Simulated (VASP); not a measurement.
# SnSe in VASP: a series of runs, part 2 of 2

VASP 6.6.1. The steps go on from the part before.

## Step 3: Single point, PBEsol

The input, INCAR:

```
SYSTEM = SnSe
PREC     = Accurate       ! precision mode
ENCUT    = 520            ! plane-wave cutoff, eV
EDIFF    = 1E-6           ! SCF threshold, eV
ISMEAR   = 0              ! smearing method
SIGMA    = 0.05           ! smearing width, eV
LREAL    = .False.        ! projectors in reciprocal space
LASPH    = .True.         ! aspherical terms in the spheres
NELM     = 60             ! most SCF steps
ALGO     = Normal         ! electronic algorithm
ISIF     = 2              ! what is computed and relaxed
LWAVE    = .False.        ! write WAVECAR
LCHARG   = .True.         ! write CHGCAR
LDIPOL   = .True.       
IDIPOL   = 3            
DIPOL    = 0.5 0.5 0.500
GGA      = PS             ! functional
LELF     = .True.         ! ELF
LVHAR    = .True.       
LVACPOTAV= .True.       
NBANDS   = 28             ! bands
```

The input, KPOINTS:

```
regular mesh
0
Gamma
  9 9 1
  0 0 0
```

The input, POSCAR:

```
SnSe
1.0
    3.8193055657      0.0000000000      0.0000000000
   -1.9096527828      3.3076156447      0.0000000000
    0.0000000000      0.0000000000     21.1458278254
Sn Se
2 2
Direct
    0.0000000000      0.0000000000      0.3524010191
    0.0000000000      0.0000000000      0.6475998011
    0.3333333333      0.6666666667      0.4265878218
    0.6666666667      0.3333333333      0.5734113580
```

Potentials or basis: VASP PAW PBE potentials, release 64 (Sn_d, Se).

Command:

```
$ cat potpaw_PBE.64/Sn_d/POTCAR potpaw_PBE.64/Se/POTCAR > POTCAR
$ mpirun -np 1 vasp_std > vasp.out
```

OUTCAR:

```text
SYSTEM = SnSe
   PREC = Accurate
   ENCUT = 520
   EDIFF = 1E-6
   ISMEAR = 0
   LREAL = .False.
   LASPH = .True.
   NELM = 60
   ISIF = 2
   GGA = PS

 ion  position               nearest neighbor table
   1  0.000  0.000  0.352-   3 2.71   3 2.71   3 2.71
   2  0.000  0.000  0.648-   4 2.71   4 2.71   4 2.71
   3  0.333  0.667  0.427-   1 2.71   1 2.71   1 2.71
   4  0.667  0.333  0.573-   2 2.71   2 2.71   2 2.71

  LATTYP: Found a hexagonal cell.
 ALAT       =     3.8193055657
 C/A-ratio  =     5.5365635092

  Lattice vectors:

 A1 = (   3.8193055657,   0.0000000000,   0.0000000000)
 A2 = (  -1.9096527828,   3.3076156447,   0.0000000000)
 A3 = (   0.0000000000,   0.0000000000,  21.1458278254)

Analysis of symmetry for initial positions (statically):
=====================================================================
 Subroutine PRICEL returns:
 Original cell was already a primitive cell.

 Routine SETGRP: Setting up the symmetry group for a
 hexagonal supercell.

 Subroutine GETGRP returns: Found 12 space group operations
 (whereof 12 operations were pure point group operations)
 out of a pool of 24 trial point group operations.

The static configuration has the point symmetry D_3d.

Analysis of symmetry for dynamics (positions and initial velocities):
=====================================================================
 Subroutine PRICEL returns:
 Original cell was already a primitive cell.

 Routine SETGRP: Setting up the symmetry group for a
 hexagonal supercell.

 Subroutine GETGRP returns: Found 12 space group operations
 (whereof 12 operations were pure point group operations)
 out of a pool of 24 trial point group operations.

The dynamic configuration has the point symmetry D_3d.

 Subroutine INISYM returns: Found 12 space group operations
 (whereof 12 operations are pure point group operations),
[... 107 lines left out ...]
     AMIX_MAG =   1.60;   BMIX_MAG =  1.00
  volume/ion in A,a.u.               =      66.78       450.67
  Fermi-wavevector in a.u.,A,eV,Ry     =   0.869334  1.642803 10.282494  0.755742
  Thomas-Fermi vector in A             =   1.988141
   LORBIT       =      0    0 simple, 1 ext, 2 COOP (PROOUT), +10 PAW based schemes
   GGA     = PS    functional components
   LHFCALC =     F    Hartree Fock is set to
   AEXX    =    0.0000 exact exchange contribution
   IVDW    =     0    specifies the selected vdW correction
   LEPSILON=     F    determine dielectric tensor
   LRPA    =     F    only Hartree local field effects (RPA)
 non-spin polarized calculation
 Gauss-broadening in eV      SIGMA  =   0.05
  energy-cutoff  :      520.00
  volume of cell :      267.13
 maximum number of plane-waves:      7225
   NGX = 15   NGY = 15   NGZ = 79

 dipolmoment           0.000000      0.000000     -0.000000 electrons x Angstroem

 number of electron      40.0000009 magnetization

 dipolmoment           0.000000      0.000000      0.000007 electrons x Angstroem

 Free energy of the ion-electron system (eV)
  ---------------------------------------------------
  ext. energy  EPLUGINS =         0.00000000
  ---------------------------------------------------
  free energy    TOTEN  =       -17.26197014 eV

  energy without entropy =      -17.26197014  energy(sigma->0) =      -17.26197014

 E-fermi :  -0.9037     XC(G=0):  -4.6761

 val. band max:       -1.1401921870   @ k =   0.1111   0.0000   0.0000
 cond. band min:       0.4290936069   @ k =   0.3333   0.0000   0.0000
 fundamental gap:      1.5692857939
 Fermi energy:        -0.9037391616

 k-point     1 :       0.0000    0.0000    0.0000
  band No.  band energies     occupation
      1     -21.8199      2.00000
      2     -21.8199      2.00000
      3     -21.8190      2.00000
      4     -21.8190      2.00000
      5     -21.7320      2.00000
      6     -21.7320      2.00000
[... 361 lines left out ...]
     27       6.5289      0.00000
     28       6.7833      0.00000

------------------------ aborting loop because EDIFF is reached ----------------------------------------

  FORCE on cell =-STRESS in cart. coord.  units (eV):
  Direction    XX          YY          ZZ          XY          YZ          ZX
  --------------------------------------------------------------------------------------
  -------------------------------------------------------------------------------------
  Total        0.1211648      0.1211648      0.0766427      0.0000000      0.0000000      0.0000000
  in kB        0.7267130      0.7267130      0.4596816      0.0000000      0.0000000      0.0000000
  external PRESSURE =       0.6377025 kB  Pullay stress =       0.0000000 kB

 VOLUME and BASIS-vectors are now :
 -----------------------------------------------------------------------------
  energy-cutoff  :      520.00
  volume of cell :      267.13
      direct lattice vectors                 reciprocal lattice vectors
     3.819305566  0.000000000  0.000000000     0.261827702  0.151166294  0.000000000
    -1.909652783  3.307615645  0.000000000     0.000000000  0.302332589  0.000000000
     0.000000000  0.000000000 21.145827825     0.000000000  0.000000000  0.047290653

 POSITION                                       TOTAL-FORCE (eV/Angst)
 -----------------------------------------------------------------------------------
      0.00000      0.00000      7.45181        -0.000000      0.000000     -0.031400
      0.00000      0.00000     13.69403         0.000000      0.000000      0.031400
     -0.00000      2.20508      9.02055        -0.000000     -0.000000      0.028486
      1.90965      1.10254     12.12526        -0.000000      0.000000     -0.028486
 -----------------------------------------------------------------------------------
    total drift:                               -0.000000      0.000000     -0.004758

  FREE ENERGIE OF THE ION-ELECTRON SYSTEM (eV)
  ---------------------------------------------------
  free  energy   TOTEN  =       -17.2619701443 eV

  energy  without entropy=      -17.2619701443  energy(sigma->0) =      -17.26197014

 vacuum level on the upper side and lower side of the slab         3.972         3.971
```

OSZICAR:

```text
N       E                     dE             d eps       ncg     rms          rms(c)
DAV:   1     0.324922079375E+03    0.32492E+03   -0.18299E+04   736   0.132E+03
DAV:   2     0.217808601645E+02   -0.30314E+03   -0.29544E+03   768   0.315E+02
DAV:   3    -0.160372093148E+02   -0.37818E+02   -0.37523E+02   844   0.129E+02
[... 13 lines left out ...]
DAV:  17    -0.172619500518E+02   -0.24499E-04   -0.14016E-06   604   0.462E-03    0.819E-04
DAV:  18    -0.172619607249E+02   -0.10673E-04   -0.19872E-07   592   0.229E-03    0.611E-04
DAV:  19    -0.172619680326E+02   -0.73077E-05   -0.14809E-07   552   0.138E-03    0.275E-04
DAV:  20    -0.172619696380E+02   -0.16054E-05   -0.41680E-08   540   0.713E-04    0.154E-04
DAV:  21    -0.172619701443E+02   -0.50625E-06   -0.18313E-08   504   0.476E-04
   1 F= -.17261970E+02 E0= -.17261970E+02  d E =-.406133E-12
```

stdout:

```text
POSCAR found type information on POSCAR SnSe
 POSCAR found :  2 types and       4 ions
 scaLAPACK will be used
 -----------------------------------------------------------------------------
[... 23 lines left out ...]
|     Did not find any points to average over, which means that no vacuum     |
|     field-free region was found. Please increase the size of  your cell     |
|     in the dimension of the dipole correction to obtain accurate            |
|     workfunction values.                                                    |
|                                                                             |
 -----------------------------------------------------------------------------
```

Run time: 2.5 min. Hardware: 1 thread of Intel Xeon Platinum 8259CL at 2.50GHz (Skylake/Cascade Lake), shared host; peak memory 0.38 GiB.

What came out:

```
Free energy            : -17.2620 eV
Largest force          : 0.031 eV/Å
Band gap on the k mesh : 1.57 eV, indirect (least direct gap 1.93 eV)
```

Forces on the atoms (eV/Å):
```
Sn   0.000  0.000 -0.031
Sn   0.000  0.000  0.031
Se   0.000  0.000  0.028
Se   0.000  0.000 -0.028
```

Levels at points of the mesh, in eV from the valence-band top:
```tsv
k point	band 18	band 19	band 20	band 21	band 22	band 23
(0.00, 0.00, 0.00)	-0.43	-0.43	-0.03	2.05	2.53	4.64
```

Caveat: the PAW data sets were made with another functional, which shifts forces and pressure a little; spin-orbit coupling is left out, which moves the levels of the heavy elements.
